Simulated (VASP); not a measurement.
# GaP (F-43m) in VASP: further runs

GaP is run at these levels: PBE; tasks: single point.

Everything below comes from runs of VASP 6.6.1. Logs are shortened: lines on timing, memory, paths and dates and some standing lists are left out, and cuts for length are marked.

## Step 1: The cell of the first run

It takes space group F-43m (No. 216, cubic). The conventional cell has a = 5.233 Å, b = 5.233 Å, c = 5.233 Å, α = 90.00°, β = 90.00°, γ = 90.00°. Ga (site symmetry -43m) has 4 P at 2.27 Å within 3.0 Å. P (site symmetry -43m) has 4 Ga at 2.27 Å within 3.0 Å.

## Step 2: Single point, PBE (strain -4.0%)

The input, INCAR:

```
SYSTEM = GaP
  PREC = Accurate
  ENCUT = 520
  EDIFF = 1E-7
  ISMEAR = -1
  SIGMA = 0.02
  LREAL = .FALSE.
  LASPH = .TRUE.
  NELM = 100
  ALGO = Normal
  ISIF = 2
  LWAVE = .FALSE.
  LCHARG = .FALSE.
  GGA = PE
  NBANDS = 16
```

The input, KPOINTS:

```
regular mesh
0
G
  8 8 8
  0 0 0
```

The input, POSCAR:

```
GaP
1.0
    0.0000000000      2.6163833159      2.6163833159
    2.6163833159      0.0000000000      2.6163833159
    2.6163833159      2.6163833159      0.0000000000
Ga P
1 1
Direct
    0.0000000000      0.0000000000      0.0000000000
    0.2500000000      0.2500000000      0.2500000000
```

Potentials or basis: VASP PAW PBE potentials, release 64 (Ga_d, P).

Launch:

```sh
$ cat potpaw_PBE.64/Ga_d/POTCAR potpaw_PBE.64/P/POTCAR > POTCAR
$ mpirun -np 1 vasp_std > vasp.out
```

OUTCAR:

```text
SYSTEM = GaP
   PREC = Accurate
   ENCUT = 520
   EDIFF = 1E-7
   ISMEAR = -1
   LREAL = .FALSE.
   LASPH = .TRUE.
   NELM = 100
   ISIF = 2
   GGA = PE

 ion  position               nearest neighbor table
   1  0.000  0.000  0.000-   2 2.27   2 2.27   2 2.27   2 2.27
   2  0.250  0.250  0.250-   1 2.27   1 2.27   1 2.27   1 2.27

  LATTYP: Found a face centered cubic cell.
 ALAT       =     5.2327666318

  Lattice vectors:

 A1 = (   0.0000000000,   2.6163833159,   2.6163833159)
 A2 = (   2.6163833159,   0.0000000000,   2.6163833159)
 A3 = (   2.6163833159,   2.6163833159,   0.0000000000)

Analysis of symmetry for initial positions (statically):
=====================================================================
 Subroutine PRICEL returns:
 Original cell was already a primitive cell.

 Routine SETGRP: Setting up the symmetry group for a
 face centered cubic supercell.

 Subroutine GETGRP returns: Found 24 space group operations
 (whereof 24 operations were pure point group operations)
 out of a pool of 48 trial point group operations.

The static configuration has the point symmetry T_d .

Analysis of symmetry for dynamics (positions and initial velocities):
=====================================================================
 Subroutine PRICEL returns:
 Original cell was already a primitive cell.

 Routine SETGRP: Setting up the symmetry group for a
 face centered cubic supercell.

 Subroutine GETGRP returns: Found 24 space group operations
 (whereof 24 operations were pure point group operations)
 out of a pool of 48 trial point group operations.

The dynamic configuration has the point symmetry T_d .

 Subroutine INISYM returns: Found 24 space group operations
 (whereof 24 operations are pure point group operations),
 and found     1 'primitive' translations

----------------------------------------------------------------------------------------

                                     Primitive cell

  volume of cell :      35.8207

  direct lattice vectors                    reciprocal lattice vectors
     0.000000000  2.616383316  2.616383316    -0.191103497  0.191103497  0.191103497
     2.616383316  0.000000000  2.616383316     0.191103497 -0.191103497  0.191103497
     2.616383316  2.616383316  0.000000000     0.191103497  0.191103497 -0.191103497

  length of vectors
     3.700124770  3.700124770  3.700124770     0.331000966  0.331000966  0.331000966

  position of ions in fractional coordinates (direct lattice)
     0.000000000  0.000000000  0.000000000
     0.250000000  0.250000000  0.250000000

  ion indices of the primitive-cell ions
   primitive index   ion index
                 1           1
                 2           2

----------------------------------------------------------------------------------------

 KPOINTS: regular mesh

Automatic generation of k-mesh.
 Grid dimensions read from file:
 generate k-points for:    8    8    8

 Generating k-lattice:

  Cartesian coordinates                     Fractional coordinates (reciprocal lattice)
    -0.023887937  0.023887937  0.023887937     0.125000000  0.000000000  0.000000000
     0.023887937 -0.023887937  0.023887937     0.000000000  0.125000000  0.000000000
     0.023887937  0.023887937 -0.023887937     0.000000000  0.000000000  0.125000000

  Length of vectors
     0.041375121  0.041375121  0.041375121

  Shift w.r.t. Gamma in fractional coordinates (k-lattice)
     0.000000000  0.000000000  0.000000000

 Subroutine IBZKPT returns following result:
 ===========================================

 Found     29 irreducible k-points:

 Following reciprocal coordinates:
            Coordinates               Weight
  0.000000  0.000000  0.000000      1.000000
  0.125000  0.000000  0.000000      8.000000
  0.250000  0.000000  0.000000      8.000000
  0.375000  0.000000  0.000000      8.000000
  0.500000  0.000000  0.000000      4.000000
  0.125000  0.125000  0.000000      6.000000
[... 16 lines left out ...]
  0.500000  0.250000  0.125000     48.000000
 -0.375000  0.250000  0.125000     24.000000
 [... further k-points ...]
   k-points           NKPTS =     29   k-points in BZ     NKDIM =     29   number of bands    NBANDS=     16
   number of dos      NEDOS =    301   number of ions     NIONS =      2
   total plane-waves  NPLWV =  21952
   dimension x,y,z NGX =    28 NGY =   28 NGZ =   28
   dimension x,y,z NGXF=    56 NGYF=   56 NGZF=   56
   ions per type =               1   1
   NGX,Y,Z   is equivalent  to a cutoff of  12.58, 12.58, 12.58 a.u.
   NGXF,Y,Z  is equivalent  to a cutoff of  25.16, 25.16, 25.16 a.u.
 SYSTEM =  GaP
   PREC   = accura    normal or accurate (medium, high low for compatibility)
   ISTART =      0    job   : 0-new  1-cont  2-samecut
   ICHARG =      2    charge: 1-file 2-atom 10-const
   ISPIN  =      1    spin polarized calculation?
   LNONCOLLINEAR =      F non collinear calculations
   LSORBIT =      F    spin-orbit coupling
   LASPH  =      T    aspherical Exc in radial PAW
   ENCUT  =  520.0 eV  38.22 Ry    6.18 a.u.   6.88  6.88  6.88*2*pi/ulx,y,z
   NELM   =    100;   NELMIN=  2; NELMDL= -5     # of ELM steps
   EDIFF  = 0.1E-06   stopping-criterion for ELM
   LREAL  =      F    real-space projection
   EDIFFG = 0.1E-05   stopping-criterion for IOM
   NSW    =      0    number of steps for IOM
   IBRION =     -1    ionic relax: 0-MD 1-quasi-New 2-CG
   NFREE  =      0    steps in history (QN), initial steepest desc. (CG)
   ISIF   =      2    stress and relaxation
   ISYM   =      2    0-nonsym 1-usesym 2-fastsym
   POTIM  = 0.5000    time-step for ionic-motion
   TEBEG  =    0.0;   TEEND  =   0.0 temperature during run
   PSTRESS=    0.0 pullay stress
   NELECT =      18.0000    total number of electrons
   NUPDOWN=      -1.0000    fix difference up-down
   EMIN   =  10.00;   EMAX   =-10.00  energy-range for DOS
   EFERMI =   0.00;   METHOD = LEGACY
   ISMEAR =    -1;   SIGMA  =   0.02  broadening in eV -4-tet -1-fermi 0-gaus
   EFERMI_NEDOS =   21; number of points for ismear=-14 and -15
   IALGO  =     38    algorithm
   IMIX   =      4    mixing-type and parameters
     AMIX     =   0.40;   BMIX     =  1.00
     AMIX_MAG =   1.60;   BMIX_MAG =  1.00
  volume/ion in A,a.u.               =      17.91       120.87
  Fermi-wavevector in a.u.,A,eV,Ry     =   1.301530  2.459536 23.048014  1.693981
  Thomas-Fermi vector in A             =   2.432658
   LORBIT       =      0    0 simple, 1 ext, 2 COOP (PROOUT), +10 PAW based schemes
   GGA     = PE    functional components
   LHFCALC =     F    Hartree Fock is set to
   AEXX    =    0.0000 exact exchange contribution
   IVDW    =     0    specifies the selected vdW correction
   LEPSILON=     F    determine dielectric tensor
   LRPA    =     F    only Hartree local field effects (RPA)
 non-spin polarized calculation
  energy-cutoff  :      520.00
  volume of cell :       35.82
 maximum number of plane-waves:       982
   NGX = 13   NGY = 13   NGZ = 13

 number of electron      18.0000012 magnetization

 Free energy of the ion-electron system (eV)
  ---------------------------------------------------
  ext. energy  EPLUGINS =         0.00000000
  ---------------------------------------------------
  free energy    TOTEN  =        -8.86236024 eV

  energy without entropy =       -8.86236024  energy(sigma->0) =       -8.86236024

 E-fermi :   6.4280     XC(G=0): -10.4016

 val. band max:        5.9901345957   @ k =   0.0000   0.0000   0.0000
 cond. band min:       7.3591916875   @ k =   0.5000   0.5000   0.0000
 fundamental gap:      1.3690570918
 Fermi energy:         6.4279812753

 k-point     1 :       0.0000    0.0000    0.0000
  band No.  band energies     occupation
      1      -8.8309      2.00000
      2      -8.8309      2.00000
      3      -8.8309      2.00000
      4      -8.6876      2.00000
      5      -8.6876      2.00000
      6      -7.4942      2.00000
[... 8 lines left out ...]
     15      15.9336      0.00000
     16      15.9336      0.00000

 k-point     2 :       0.1250    0.0000    0.0000
  band No.  band energies     occupation
      1      -8.8573      2.00000
      2      -8.8240      2.00000
      3      -8.8240      2.00000
      4      -8.6878      2.00000
      5      -8.6878      2.00000
      6      -7.2535      2.00000
[... 8 lines left out ...]
     15      15.2371      0.00000
     16      16.2901      0.00000

 k-point     3 :       0.2500    0.0000    0.0000
  band No.  band energies     occupation
      1      -8.9080      2.00000
      2      -8.8093      2.00000
      3      -8.8093      2.00000
      4      -8.6859      2.00000
      5      -8.6859      2.00000
      6      -6.5783      2.00000
[... 8 lines left out ...]
     15      15.0626      0.00000
     16      16.2585      0.00000

 k-point     4 :       0.3750    0.0000    0.0000
  band No.  band energies     occupation
      1      -8.9489      2.00000
      2      -8.7983      2.00000
      3      -8.7983      2.00000
      4      -8.6801      2.00000
      5      -8.6801      2.00000
      6      -5.6184      2.00000
[... 8 lines left out ...]
     15      16.4359      0.00000
     16      16.5114      0.00000
[... 324 lines left out ...]
 k-point    22 :       0.3750    0.2500    0.1250
  band No.  band energies     occupation
      1      -8.9390      2.00000
      2      -8.7920      2.00000
      3      -8.7859      2.00000
      4      -8.7058      2.00000
      5      -8.6742      2.00000
      6      -6.0109      2.00000
[... 8 lines left out ...]
     15      17.6395      0.00000
     16      19.2221      0.00000

 k-point    23 :       0.5000    0.2500    0.1250
  band No.  band energies     occupation
      1      -8.9605      2.00000
      2      -8.7868      2.00000
      3      -8.7725      2.00000
      4      -8.7024      2.00000
      5      -8.6745      2.00000
      6      -5.1018      2.00000
[... 8 lines left out ...]
     15      18.2026      0.00000
     16      19.3773      0.00000

 k-point    24 :      -0.3750    0.2500    0.1250
  band No.  band energies     occupation
      1      -8.9683      2.00000
      2      -8.7862      2.00000
      3      -8.7679      2.00000
      4      -8.6967      2.00000
      5      -8.6770      2.00000
      6      -4.5147      2.00000
[... 8 lines left out ...]
     15      18.4070      0.00000
     16      19.2417      0.00000

 [... further k-points ...]

------------------------ aborting loop because EDIFF is reached ----------------------------------------

  FORCE on cell =-STRESS in cart. coord.  units (eV):
  Direction    XX          YY          ZZ          XY          YZ          ZX
  --------------------------------------------------------------------------------------
  -------------------------------------------------------------------------------------
  Total        3.6558722      3.6558722      3.6558722     -0.0000000     -0.0000000      0.0000000
  in kB      163.5187195    163.5187195    163.5187195     -0.0000000     -0.0000000      0.0000000
  external PRESSURE =     163.5187195 kB  Pullay stress =       0.0000000 kB

 VOLUME and BASIS-vectors are now :
 -----------------------------------------------------------------------------
  energy-cutoff  :      520.00
  volume of cell :       35.82
      direct lattice vectors                 reciprocal lattice vectors
     0.000000000  2.616383316  2.616383316    -0.191103497  0.191103497  0.191103497
     2.616383316  0.000000000  2.616383316     0.191103497 -0.191103497  0.191103497
     2.616383316  2.616383316  0.000000000     0.191103497  0.191103497 -0.191103497

 POSITION                                       TOTAL-FORCE (eV/Angst)
 -----------------------------------------------------------------------------------
      0.00000      0.00000      0.00000        -0.000000     -0.000000     -0.000000
      1.30819      1.30819      1.30819         0.000000      0.000000      0.000000
 -----------------------------------------------------------------------------------
    total drift:                                0.000002      0.000002      0.000002

  FREE ENERGIE OF THE ION-ELECTRON SYSTEM (eV)
  ---------------------------------------------------
  free  energy   TOTEN  =        -8.8623602423 eV

  energy  without entropy=       -8.8623602423  energy(sigma->0) =       -8.86236024
```

Wall time 24 s (1 thread of AMD EPYC 7R13, shared host); peak memory 0.13 GiB.

Results:

```yaml
Free_energy: -8.8624 eV
Pressure: 16.4 GPa
Band_gap_on_the_k_mesh: 1.37 eV, indirect (least direct gap 2.87 eV)
```

Levels at points of the mesh, in eV from the valence-band top:
```tsv
k point	band 7	band 8	band 9	band 10	band 11	band 12
(0.00, 0.00, 0.00)	0.00	0.00	0.00	2.87	3.83	3.83
(0.50, 0.00, 0.00)	-7.40	-1.31	-1.31	2.04	4.66	4.66
(0.50, 0.50, 0.00)	-7.38	-3.14	-3.14	1.37	1.66	11.51
```

Caveat: the cell differs from its parent crystal (strain -4.0%). A k mesh can miss the band edges.

## Step 3: Single point, PBE (strain -3.0%)

The input, INCAR:

```
ALGO = Normal
EDIFF = 1E-6
ENCUT = 520
GGA = PE
ISIF = 2
ISMEAR = -1
LASPH = T
LCHARG = F
LREAL = F
LWAVE = F
NBANDS = 16
NELM = 60
PREC = Accurate
SIGMA = 0.02
```

The input, KPOINTS:

```
k-points
0
Gamma
  8 8 8
```

The input, POSCAR:

```
GaP
1.0
    0.0000000000      2.6436373088      2.6436373088
    2.6436373088      0.0000000000      2.6436373088
    2.6436373088      2.6436373088      0.0000000000
Ga P
1 1
Direct
    0.0000000000      0.0000000000      0.0000000000
    0.2500000000      0.2500000000      0.2500000000
```

Potentials or basis: VASP PAW PBE potentials, release 64 (Ga_d, P).

Launch:

```sh
$ cat potpaw_PBE.64/Ga_d/POTCAR potpaw_PBE.64/P/POTCAR > POTCAR
$ mpirun -np 1 vasp_std > vasp.out
```

OUTCAR:

```text
EDIFF = 1E-6
   ENCUT = 520
   GGA = PE
   ISIF = 2
   ISMEAR = -1
   LASPH = T
   LREAL = F
   NELM = 60
   PREC = Accurate

 ion  position               nearest neighbor table
   1  0.000  0.000  0.000-   2 2.29   2 2.29   2 2.29   2 2.29
   2  0.250  0.250  0.250-   1 2.29   1 2.29   1 2.29   1 2.29

  LATTYP: Found a face centered cubic cell.
 ALAT       =     5.2872746176

  Lattice vectors:

 A1 = (   0.0000000000,   2.6436373088,   2.6436373088)
[... 190 lines left out ...]
      6      -7.5854      2.00000
[... 433 lines left out ...]
      3      -9.0493      2.00000
      4      -8.9835      2.00000
      5      -8.9659      2.00000
      6      -4.7417      2.00000
[... 8 lines left out ...]
     15      17.9496      0.00000
     16      18.6910      0.00000

 [... further k-points ...]
[... 5 lines left out ...]
  --------------------------------------------------------------------------------------
  -------------------------------------------------------------------------------------
  Total        2.7927366      2.7927366      2.7927366      0.0000000      0.0000000     -0.0000000
  in kB      121.0890723    121.0890723    121.0890723      0.0000000      0.0000000     -0.0000000
  external PRESSURE =     121.0890723 kB  Pullay stress =       0.0000000 kB

 VOLUME and BASIS-vectors are now :
 -----------------------------------------------------------------------------
  energy-cutoff  :      520.00
  volume of cell :       36.95
      direct lattice vectors                 reciprocal lattice vectors
     0.000000000  2.643637309  2.643637309    -0.189133357  0.189133357  0.189133357
     2.643637309  0.000000000  2.643637309     0.189133357 -0.189133357  0.189133357
     2.643637309  2.643637309  0.000000000     0.189133357  0.189133357 -0.189133357

 POSITION                                       TOTAL-FORCE (eV/Angst)
 -----------------------------------------------------------------------------------
      0.00000      0.00000      0.00000         0.000000      0.000000      0.000000
      1.32182      1.32182      1.32182        -0.000000     -0.000000     -0.000000
 -----------------------------------------------------------------------------------
    total drift:                                0.000002      0.000002      0.000002

  FREE ENERGIE OF THE ION-ELECTRON SYSTEM (eV)
  ---------------------------------------------------
  free  energy   TOTEN  =        -8.9627632155 eV

  energy  without entropy=       -8.9627632155  energy(sigma->0) =       -8.96276322
```

OSZICAR:

```text
N       E                     dE             d eps       ncg     rms          rms(c)
DAV:   1     0.799469233833E+02    0.79947E+02   -0.91077E+03   968   0.165E+03
DAV:   2    -0.319835987618E+01   -0.83145E+02   -0.78755E+02  1040   0.312E+02
DAV:   3    -0.916792559409E+01   -0.59696E+01   -0.59476E+01  1192   0.648E+01
DAV:   4    -0.926019599491E+01   -0.92270E-01   -0.92248E-01  1144   0.856E+00
DAV:   5    -0.926211884846E+01   -0.19229E-02   -0.19228E-02  1224   0.108E+00    0.472E+00
DAV:   6    -0.899730797004E+01    0.26481E+00   -0.38283E-01  1440   0.117E+01    0.318E+00
DAV:   7    -0.896209700239E+01    0.35211E-01   -0.11597E-01  1216   0.245E+00    0.121E+00
DAV:   8    -0.896226934498E+01   -0.17234E-03   -0.14525E-02  1088   0.150E+00    0.283E-01
DAV:   9    -0.896265233222E+01   -0.38299E-03   -0.13685E-03  1152   0.471E-01    0.720E-02
DAV:  10    -0.896270264544E+01   -0.50313E-04   -0.11090E-04  1456   0.144E-01    0.308E-02
DAV:  11    -0.896276347422E+01   -0.60829E-04   -0.81285E-05  1040   0.739E-02    0.634E-03
DAV:  12    -0.896276321555E+01    0.25867E-06   -0.20985E-06  1040   0.187E-02
   1 F= -.89627632E+01 E0= -.89627632E+01  d E =-.979328E-12
```

Wall time 20 s (1 thread of AMD EPYC 7R13, shared host); peak memory 0.13 GiB.

Results:

| Property | Result |
| --- | --- |
| Free energy | -8.9628 eV |
| Pressure | 12.1 GPa |
| Band gap on the k mesh | 1.45 eV, indirect (least direct gap 2.60 eV) |

Caveat: the cell differs from its parent crystal (strain -3.0%). A k mesh can miss the band edges.
